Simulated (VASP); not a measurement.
# AlGa3N4 (P-43m) in VASP: a series of runs

The runs below take AlGa3N4 through single point, with PBEsol.

Program: VASP 6.6.1. These are calculated values, not measurements. Logs are shortened: lines on timing, memory, paths and dates and some standing lists are left out, and cuts for length are marked.

### 1 The cell of the first run

Symmetry: P-43m, No. 215, cubic system. The conventional cell has a = 4.376 Å, b = 4.376 Å, c = 4.376 Å, α = 90.00°, β = 90.00°, γ = 90.00°. Within 2.5 Å of Al (site symmetry -43m) lie 4 N at 1.86 Å. Ga (site symmetry -42m) has 4 N at 1.91 Å within 2.5 Å. Within 2.5 Å of N (site symmetry 3m) lie 1 Al at 1.86 Å and 3 Ga at 1.91 Å.

### 2 Single point, PBEsol (10.48 Å³/atom)

The input, INCAR:

```
SYSTEM = AlGa3N4
PREC = Accurate ; ENCUT = 520
EDIFF = 1E-6 ; ISMEAR = 0
SIGMA = 0.02 ; LREAL = .FALSE.
LASPH = .TRUE. ; NELM = 60
ALGO = Normal ; ISIF = 2
LWAVE = .FALSE. ; LCHARG = .FALSE.
GGA = PS ; NBANDS = 41
```

The input, KPOINTS:

```
Automatic mesh
0
G
  6 6 6
  0 0 0
```

The input, POSCAR:

```
AlGa3N4
1.0
    4.3764262438      0.0000000000      0.0000000000
    0.0000000000      4.3764262438      0.0000000000
    0.0000000000      0.0000000000      4.3764262438
Al Ga N
1 3 4
Direct
    0.0000000000      0.0000000000      0.0000000000
    0.5000000000      0.5000000000      0.0000000000
    0.5000000000      0.0000000000      0.5000000000
    0.0000000000      0.5000000000      0.5000000000
    0.7550743960      0.7550743960      0.2449256040
    0.7550743960      0.2449256040      0.7550743960
    0.2449256040      0.7550743960      0.7550743960
    0.2449256040      0.2449256040      0.2449256040
```

Potentials or basis: VASP PAW PBE potentials, release 64 (Al, Ga_d, N).

Run with:

```console
> cat potpaw_PBE.64/Al/POTCAR potpaw_PBE.64/Ga_d/POTCAR potpaw_PBE.64/N/POTCAR > POTCAR
> mpirun -np 1 vasp_std > vasp.out
```

OUTCAR:

```text
SYSTEM = AlGa3N4
   PREC = Accurate
   ENCUT = 520
   EDIFF = 1E-6
   ISMEAR = 0
   LREAL = .FALSE.
   LASPH = .TRUE.
   NELM = 60
   ISIF = 2
   GGA = PS

 ion  position               nearest neighbor table
   1  0.000  0.000  0.000-   5 1.86   6 1.86   7 1.86   8 1.86   3 3.09   4 3.09   2 3.09   3 3.09
                             4 3.09   2 3.09   4 3.09   4 3.09   2 3.09   3 3.09   3 3.09   2 3.09
   2  0.500  0.500  0.000-   5 1.91   6 1.91   7 1.91   8 1.91   1 3.09   1 3.09   1 3.09   1 3.09

   3  0.500  0.000  0.500-   5 1.91   6 1.91   7 1.91   8 1.91   1 3.09   1 3.09   1 3.09   1 3.09

   4  0.000  0.500  0.500-   5 1.91   6 1.91   7 1.91   8 1.91   1 3.09   1 3.09   1 3.09   1 3.09

   5  0.755  0.755  0.245-   1 1.86   2 1.91   3 1.91   4 1.91
   6  0.755  0.245  0.755-   1 1.86   2 1.91   3 1.91   4 1.91
   7  0.245  0.755  0.755-   1 1.86   2 1.91   3 1.91   4 1.91
   8  0.245  0.245  0.245-   1 1.86   2 1.91   3 1.91   4 1.91

  LATTYP: Found a simple cubic cell.
 ALAT       =     4.3764262438

  Lattice vectors:

 A1 = (   4.3764262438,   0.0000000000,   0.0000000000)
 A2 = (   0.0000000000,   4.3764262438,   0.0000000000)
 A3 = (   0.0000000000,   0.0000000000,   4.3764262438)

Analysis of symmetry for initial positions (statically):
=====================================================================
 Subroutine PRICEL returns:
 Original cell was already a primitive cell.

 Routine SETGRP: Setting up the symmetry group for a
 simple cubic supercell.

 Subroutine GETGRP returns: Found 24 space group operations
 (whereof 24 operations were pure point group operations)
 out of a pool of 48 trial point group operations.

The static configuration has the point symmetry T_d .

Analysis of symmetry for dynamics (positions and initial velocities):
=====================================================================
 Subroutine PRICEL returns:
 Original cell was already a primitive cell.

 Routine SETGRP: Setting up the symmetry group for a
 simple cubic supercell.

 Subroutine GETGRP returns: Found 24 space group operations
 (whereof 24 operations were pure point group operations)
 out of a pool of 48 trial point group operations.

The dynamic configuration has the point symmetry T_d .

 Subroutine INISYM returns: Found 24 space group operations
 (whereof 24 operations are pure point group operations),
 and found     1 'primitive' translations

----------------------------------------------------------------------------------------

                                     Primitive cell

  volume of cell :      83.8222

  direct lattice vectors                    reciprocal lattice vectors
     4.376426244  0.000000000  0.000000000     0.228496939  0.000000000  0.000000000
     0.000000000  4.376426244  0.000000000     0.000000000  0.228496939  0.000000000
     0.000000000  0.000000000  4.376426244     0.000000000  0.000000000  0.228496939

  length of vectors
     4.376426244  4.376426244  4.376426244     0.228496939  0.228496939  0.228496939

  position of ions in fractional coordinates (direct lattice)
     0.000000000  0.000000000  0.000000000
     0.500000000  0.500000000  0.000000000
     0.500000000  0.000000000  0.500000000
     0.000000000  0.500000000  0.500000000
     0.755074396  0.755074396  0.244925604
     0.755074396  0.244925604  0.755074396
     0.244925604  0.755074396  0.755074396
     0.244925604  0.244925604  0.244925604

  ion indices of the primitive-cell ions
   primitive index   ion index
                 1           1
                 2           2
                 3           3
                 4           4
                 5           5
                 6           6
                 7           7
                 8           8

----------------------------------------------------------------------------------------

 KPOINTS: Automatic mesh

Automatic generation of k-mesh.
 Grid dimensions read from file:
 generate k-points for:    6    6    6

 Generating k-lattice:

  Cartesian coordinates                     Fractional coordinates (reciprocal lattice)
     0.038082823  0.000000000  0.000000000     0.166666667  0.000000000  0.000000000
     0.000000000  0.038082823  0.000000000     0.000000000  0.166666667  0.000000000
     0.000000000  0.000000000  0.038082823     0.000000000  0.000000000  0.166666667

  Length of vectors
     0.038082823  0.038082823  0.038082823

  Shift w.r.t. Gamma in fractional coordinates (k-lattice)
     0.000000000  0.000000000  0.000000000

 Subroutine IBZKPT returns following result:
 ===========================================

 Found     20 irreducible k-points:

 Following reciprocal coordinates:
            Coordinates               Weight
  0.000000  0.000000  0.000000      1.000000
  0.166667  0.000000  0.000000      6.000000
  0.333333  0.000000  0.000000      6.000000
  0.500000  0.000000  0.000000      3.000000
  0.166667  0.166667  0.000000     12.000000
[... 47 lines left out ...]
   GGA     = PS    functional components
   LHFCALC =     F    Hartree Fock is set to
   AEXX    =    0.0000 exact exchange contribution
   IVDW    =     0    specifies the selected vdW correction
   LEPSILON=     F    determine dielectric tensor
   LRPA    =     F    only Hartree local field effects (RPA)
 non-spin polarized calculation
 Gauss-broadening in eV      SIGMA  =   0.02
  energy-cutoff  :      520.00
  volume of cell :       83.82
 maximum number of plane-waves:      2301
 NGX is ok and might be reduce to    36
   NGX = 17   NGY = 17   NGZ = 17

 number of electron      61.9999997 magnetization

 Free energy of the ion-electron system (eV)
  ---------------------------------------------------
  ext. energy  EPLUGINS =         0.00000000
  ---------------------------------------------------
  free energy    TOTEN  =       -54.75659931 eV

  energy without entropy =      -54.75659931  energy(sigma->0) =      -54.75659931

 E-fermi :   6.0769     XC(G=0): -12.0651

 val. band max:        5.9824431789   @ k =   0.0000   0.0000   0.0000
 cond. band min:       8.7263086611   @ k =   0.0000   0.0000   0.0000
 fundamental gap:      2.7438654822
 Fermi energy:         6.0768770121

 k-point     1 :       0.0000    0.0000    0.0000
  band No.  band energies     occupation
      1     -10.2079      2.00000
      2      -8.6444      2.00000
      3      -8.6444      2.00000
      4      -8.6444      2.00000
      5      -7.1739      2.00000
      6      -7.1364      2.00000
[... 33 lines left out ...]
     40      17.1952      0.00000
     41      17.1955      0.00000

 k-point     2 :       0.1667    0.0000    0.0000
  band No.  band energies     occupation
      1     -10.0824      2.00000
      2      -8.6993      2.00000
      3      -8.6467      2.00000
      4      -8.6467      2.00000
      5      -7.1660      2.00000
      6      -7.1326      2.00000
[... 33 lines left out ...]
     40      17.4240      0.00000
     41      17.5193      0.00000

 k-point     3 :       0.3333    0.0000    0.0000
  band No.  band energies     occupation
      1      -9.7385      2.00000
      2      -8.8974      2.00000
      3      -8.6516      2.00000
      4      -8.6516      2.00000
      5      -7.1359      2.00000
      6      -7.1141      2.00000
[... 33 lines left out ...]
     40      17.7848      0.00000
     41      17.9705      0.00000

 k-point     4 :       0.5000    0.0000    0.0000
  band No.  band energies     occupation
      1      -9.3369      2.00000
      2      -9.2251      2.00000
      3      -8.6540      2.00000
      4      -8.6540      2.00000
      5      -7.1041      2.00000
      6      -7.0798      2.00000
[... 649 lines left out ...]
     40      16.6263      0.00000
     41      16.8041      0.00000

 k-point    19 :       0.5000    0.5000    0.3333
  band No.  band energies     occupation
      1      -9.0397      2.00000
      2      -8.8633      2.00000
      3      -8.8633      2.00000
      4      -8.8491      2.00000
      5      -7.1415      2.00000
      6      -7.1415      2.00000
[... 33 lines left out ...]
     40      16.4982      0.00000
     41      16.6458      0.00000

 k-point    20 :       0.5000    0.5000    0.5000
  band No.  band energies     occupation
      1      -9.0444      2.00000
      2      -8.8565      2.00000
      3      -8.8565      2.00000
      4      -8.8565      2.00000
      5      -7.1461      2.00000
      6      -7.1461      2.00000
[... 33 lines left out ...]
     40      16.1720      0.00000
     41      16.1720      0.00000

------------------------ aborting loop because EDIFF is reached ----------------------------------------

  FORCE on cell =-STRESS in cart. coord.  units (eV):
  Direction    XX          YY          ZZ          XY          YZ          ZX
  --------------------------------------------------------------------------------------
  -------------------------------------------------------------------------------------
  Total        6.9871332      6.9871332      6.9871332      0.0000000     -0.0000000     -0.0000000
  in kB      133.5521126    133.5521126    133.5521126      0.0000000     -0.0000000     -0.0000000
  external PRESSURE =     133.5521126 kB  Pullay stress =       0.0000000 kB

 VOLUME and BASIS-vectors are now :
 -----------------------------------------------------------------------------
  energy-cutoff  :      520.00
  volume of cell :       83.82
      direct lattice vectors                 reciprocal lattice vectors
     4.376426244  0.000000000  0.000000000     0.228496939  0.000000000  0.000000000
     0.000000000  4.376426244  0.000000000     0.000000000  0.228496939  0.000000000
     0.000000000  0.000000000  4.376426244     0.000000000  0.000000000  0.228496939

 POSITION                                       TOTAL-FORCE (eV/Angst)
 -----------------------------------------------------------------------------------
      0.00000      0.00000      0.00000        -0.000000     -0.000000     -0.000000
      2.18821      2.18821      0.00000         0.000000      0.000000     -0.000000
      2.18821      0.00000      2.18821         0.000000     -0.000000     -0.000000
      0.00000      2.18821      2.18821         0.000000      0.000000     -0.000000
      3.30453      3.30453      1.07190        -0.005503     -0.005503      0.005503
      3.30453      1.07190      3.30453        -0.005503      0.005503     -0.005503
      1.07190      3.30453      3.30453         0.005503     -0.005503     -0.005503
      1.07190      1.07190      1.07190         0.005503      0.005503      0.005503
 -----------------------------------------------------------------------------------
    total drift:                               -0.000000     -0.000000     -0.000000

  FREE ENERGIE OF THE ION-ELECTRON SYSTEM (eV)
  ---------------------------------------------------
  free  energy   TOTEN  =       -54.7565993115 eV

  energy  without entropy=      -54.7565993115  energy(sigma->0) =      -54.75659931
```

Run time: 69 s. Hardware: 1 thread of Intel Xeon 6975P-C (Granite Rapids), shared host; peak memory 0.22 GiB.

What came out:

```
Free energy            : -54.7566 eV
Pressure               : 13.4 GPa
Largest force          : 0.010 eV/Å
Band gap on the k mesh : 2.74 eV
```

Forces in eV/Å, atoms in the order of the input:
```
Al   0.000  0.000  0.000
Ga   0.000  0.000  0.000
Ga   0.000  0.000  0.000
Ga   0.000  0.000  0.000
N   -0.006 -0.006  0.006
N   -0.006  0.006 -0.006
N    0.006 -0.006 -0.006
N    0.006  0.006  0.006
```

Caveat: the cell stands under pressure; the PAW data sets were made with another functional, which shifts forces and pressure a little.

### 3 Single point, PBEsol (10.81 Å³/atom)

This run uses another cell than the first one, of 10.81 Å³/atom.

The input, INCAR:

```
PREC = Accurate
ENCUT = 520
EDIFF = 1E-6
ISMEAR = 0
SIGMA = 0.02
LREAL = F
LASPH = T
NELM = 100
ALGO = Normal
ISIF = 2
LWAVE = F
LCHARG = T
GGA = PS
LELF = T
LVHAR = T
NBANDS = 41
```

The input, KPOINTS:

```
Automatic mesh
0
Gamma
  6 6 6
```

The input, POSCAR:

```
AlGa3N4
1.0
    4.4224972741      0.0000000000      0.0000000000
    0.0000000000      4.4224972741      0.0000000000
    0.0000000000      0.0000000000      4.4224972741
Al Ga N
1 3 4
Direct
    0.0000000000      0.0000000000      0.0000000000
    0.5000000000      0.5000000000      0.0000000000
    0.5000000000      0.0000000000      0.5000000000
    0.0000000000      0.5000000000      0.5000000000
    0.7550309220      0.7550309220      0.2449690780
    0.7550309220      0.2449690780      0.7550309220
    0.2449690780      0.7550309220      0.7550309220
    0.2449690780      0.2449690780      0.2449690780
```

Potentials or basis: VASP PAW PBE potentials, release 64 (Al, Ga_d, N).

Run with:

```console
> cat potpaw_PBE.64/Al/POTCAR potpaw_PBE.64/Ga_d/POTCAR potpaw_PBE.64/N/POTCAR > POTCAR
> mpirun -np 1 vasp_std > vasp.out
```

It took 55 s on 1 thread of Intel Xeon 6975P-C (Granite Rapids), shared host; peak memory 0.22 GiB.

The run converged. Its results:

| Item | Value |
| --- | --- |
| Free energy | -54.9183 eV |
| Pressure | 6.0 GPa |
| Largest force | 0.006 eV/Å |
| Band gap on the k mesh | 2.52 eV |

Forces in eV/Å, atoms in the order of the input:
```
Al   0.000  0.000  0.000
Ga   0.000  0.000  0.000
Ga   0.000  0.000  0.000
Ga   0.000  0.000  0.000
N   -0.003 -0.003  0.003
N   -0.003  0.003 -0.003
N    0.003 -0.003 -0.003
N    0.003  0.003  0.003
```

Levels at points of the mesh, in eV from the valence-band top:
| k point | band 27 | band 28 | band 29 | band 30 | band 31 | band 32 | band 33 | band 34 | band 35 | band 36 |
| --- | --- | --- | --- | --- | --- | --- | --- | --- | --- | --- |
| (0.00, 0.00, 0.00) | -2.56 | -2.56 | 0.00 | 0.00 | 0.00 | 2.52 | 3.35 | 3.35 | 3.35 | 6.62 |
| (0.50, 0.00, 0.00) | -2.85 | -1.54 | -1.54 | -1.24 | -1.24 | 4.97 | 5.07 | 6.21 | 6.21 | 7.91 |
| (0.50, 0.50, 0.00) | -3.13 | -1.02 | -0.97 | -0.97 | -0.65 | 6.89 | 7.10 | 7.10 | 7.36 | 7.41 |
| (0.50, 0.50, 0.50) | -0.78 | -0.78 | -0.70 | -0.70 | -0.70 | 5.16 | 5.16 | 5.16 | 6.41 | 9.09 |

Caveat: the cell stands under pressure; the PAW data sets were made with another functional, which shifts forces and pressure a little.

### 4 Single point, PBEsol

This run uses another cell than the first one, of 11.15 Å³/atom.

The input, INCAR:

```
SYSTEM = AlGa3N4
PREC     = Accurate       ! precision mode
ENCUT    = 520            ! plane-wave cutoff, eV
EDIFF    = 1E-6           ! SCF threshold, eV
ISMEAR   = 0              ! smearing method
SIGMA    = 0.02           ! smearing width, eV
LREAL    = .FALSE.        ! projectors in reciprocal space
LASPH    = .TRUE.         ! aspherical terms in the spheres
NELM     = 60             ! most SCF steps
ALGO     = Normal         ! electronic algorithm
ISIF     = 2              ! what is computed and relaxed
LWAVE    = .FALSE.        ! write WAVECAR
LCHARG   = .FALSE.        ! write CHGCAR
GGA      = PS             ! functional
NBANDS   = 41             ! bands
```

The input, KPOINTS:

```
regular mesh
0
G
  6 6 6
  0 0 0
```

Changes to POSCAR since step 3:

```diff
@@ -2,5 +2,5 @@
 1.0
-    4.4224972741      0.0000000000      0.0000000000
-    0.0000000000      4.4224972741      0.0000000000
-    0.0000000000      0.0000000000      4.4224972741
+    4.4676279143      0.0000000000      0.0000000000
+    0.0000000000      4.4676279143      0.0000000000
+    0.0000000000      0.0000000000      4.4676279143
 Al Ga N
```

Run with:

```console
> cat potpaw_PBE.64/Al/POTCAR potpaw_PBE.64/Ga_d/POTCAR potpaw_PBE.64/N/POTCAR > POTCAR
> mpirun -np 1 vasp_std > vasp.out
```

It took 57 s on 1 thread of Intel Xeon 6975P-C (Granite Rapids), shared host; peak memory 0.21 GiB.

It converged, with:

* Free energy: -54.9676 eV
* Pressure: -0.2 GPa
* Largest force: 0.009 eV/Å
* Band gap on the k mesh: 2.31 eV

Forces in eV/Å, atoms in the order of the input:
```
Al   0.000  0.000  0.000
Ga   0.000  0.000  0.000
Ga   0.000  0.000  0.000
Ga   0.000  0.000  0.000
N   -0.005 -0.005  0.005
N   -0.005  0.005 -0.005
N    0.005 -0.005 -0.005
N    0.005  0.005  0.005
```

Levels at points of the mesh, in eV from the valence-band top:
| k point | band 29 | band 30 | band 31 | band 32 | band 33 | band 34 |
| --- | --- | --- | --- | --- | --- | --- |
| (0.00, 0.00, 0.00) | 0.00 | 0.00 | 0.00 | 2.31 | 3.33 | 3.33 |
| (0.50, 0.00, 0.00) | -1.49 | -1.20 | -1.20 | 4.84 | 4.94 | 6.14 |
| (0.50, 0.50, 0.00) | -0.94 | -0.94 | -0.63 | 6.66 | 6.84 | 6.84 |
| (0.50, 0.50, 0.50) | -0.68 | -0.68 | -0.68 | 4.93 | 4.93 | 4.93 |

Caveat: the PAW data sets were made with another functional, which shifts forces and pressure a little.

### 5 Single point, PBEsol (11.48 Å³/atom)

This run uses another cell than the first one, of 11.48 Å³/atom.

The input, INCAR:

```
PREC = Accurate
ENCUT = 520
EDIFF = 1E-6
ISMEAR = 0
SIGMA = 0.02
LREAL = F
LASPH = T
NELM = 60
ALGO = Normal
ISIF = 2
LWAVE = F
LCHARG = F
GGA = PS
NBANDS = 41
```

The input, KPOINTS:

```
regular mesh
0
Gamma
  6 6 6
```

Changes to POSCAR since step 4:

```diff
@@ -2,5 +2,5 @@
 1.0
-    4.4676279143      0.0000000000      0.0000000000
-    0.0000000000      4.4676279143      0.0000000000
-    0.0000000000      0.0000000000      4.4676279143
+    4.5118647310      0.0000000000      0.0000000000
+    0.0000000000      4.5118647310      0.0000000000
+    0.0000000000      0.0000000000      4.5118647310
 Al Ga N
```

Run with:

```console
> cat potpaw_PBE.64/Al/POTCAR potpaw_PBE.64/Ga_d/POTCAR potpaw_PBE.64/N/POTCAR > POTCAR
> mpirun -np 1 vasp_std > vasp.out
```

Run time: 52 s. Hardware: 1 thread of Intel Xeon 6975P-C (Granite Rapids), shared host; peak memory 0.22 GiB.

Results (log left out):

```yaml
Free_energy: -54.9209 eV
Pressure: -5.4 GPa
Largest_force: 0.008 eV/Å
Band_gap_on_the_k_mesh: 2.10 eV
```

Forces on the atoms (eV/Å):
```
Al   0.000  0.000  0.000
Ga   0.000  0.000  0.000
Ga   0.000  0.000  0.000
Ga   0.000  0.000  0.000
N   -0.005 -0.005  0.005
N   -0.005  0.005 -0.005
N    0.005 -0.005 -0.005
N    0.005  0.005  0.005
```

Levels at points of the mesh, in eV from the valence-band top:
```csv
k point,band 29,band 30,band 31,band 32,band 33,band 34
"(0.00, 0.00, 0.00)",0.00,0.00,0.00,2.11,3.32,3.32
"(0.50, 0.00, 0.00)",-1.43,-1.17,-1.17,4.72,4.81,6.08
"(0.50, 0.50, 0.00)",-0.92,-0.92,-0.61,6.43,6.58,6.58
"(0.50, 0.50, 0.50)",-0.67,-0.67,-0.67,4.71,4.71,4.71
```

Caveat: the cell stands under tension; the PAW data sets were made with another functional, which shifts forces and pressure a little.

### 6 Overview

| cell | gap on the mesh (eV) | pressure (GPa) | largest force (eV/Å) |
| --- | --- | --- | --- |
| a = 4.376 Å, 8 atoms | 2.74 | 13.4 | 0.01 |
| a = 4.422 Å, 8 atoms | 2.52 | 6.0 | 0.01 |
| a = 4.468 Å, 8 atoms | 2.31 | -0.2 | 0.01 |
| a = 4.512 Å, 8 atoms | 2.10 | -5.4 | 0.01 |

Alike in all rows: task single point; level PBEsol; potentials or basis VASP PAW PBE potentials, release 64 (Al, Ga_d, N); no spin polarisation; k mesh 6 × 6 × 6; cutoff (eV) 520; smearing gaussian 0.02 eV.

Caveats: the PAW data sets were made with another functional, which shifts forces and pressure a little; the cell stands under pressure (at least some runs); the cell stands under tension (at least some runs).

Absolute energies hang on the potentials; compare differences alone.
